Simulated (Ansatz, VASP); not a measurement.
One calculation of SiC, two programs

```
Si C
1.0
     3.07600    0.00000    0.00000
    -1.53800    2.66389    0.00000
     0.00000    0.00000    5.04800
Si C
2 2
Direct
  0.66667 0.33333 0.50000
  0.33333 0.66667 0.00000
  0.66667 0.33333 0.88500
  0.33333 0.66667 0.38500
```

Alike in both runs: task relaxation of cell and atoms; functional PBE; dispersion D4; k mesh 10 × 10 × 5; occupations fermi-dirac, width 0.05 eV; no spin polarisation.

|  | VASP | Ansatz |
| --- | --- | --- |
| version | VASP 6.6.1 | Ansatz 0.2.0 |
| potentials or method | VASP PAW PBE potentials, release 64 (Si, C) | Ansatz PAW |
| plane-wave cutoff (eV) | 600 | 420 |
| valence electrons in the cell | 16 | 16 |

|  | VASP | Ansatz | Ansatz less VASP |
| --- | --- | --- | --- |
| gap on the k mesh at the Fermi level, each at its own relaxed structure (eV) | 2.42 | 2.43 | +0.004 |
| relaxed volume (Å³/atom) | 10.29 | 10.30 | +0.010 |
| relaxed cell length with the largest relative difference (Å) | 3.071 | 3.072 | +0.0010 |

Noted on Ansatz's run: odd divisions of the mesh miss points on the zone boundary, where band edges often lie, so the gap on the mesh can be too wide; the plane-wave basis is chosen anew once the cell has moved, so the energies of steps on either side of that aren't comparable.
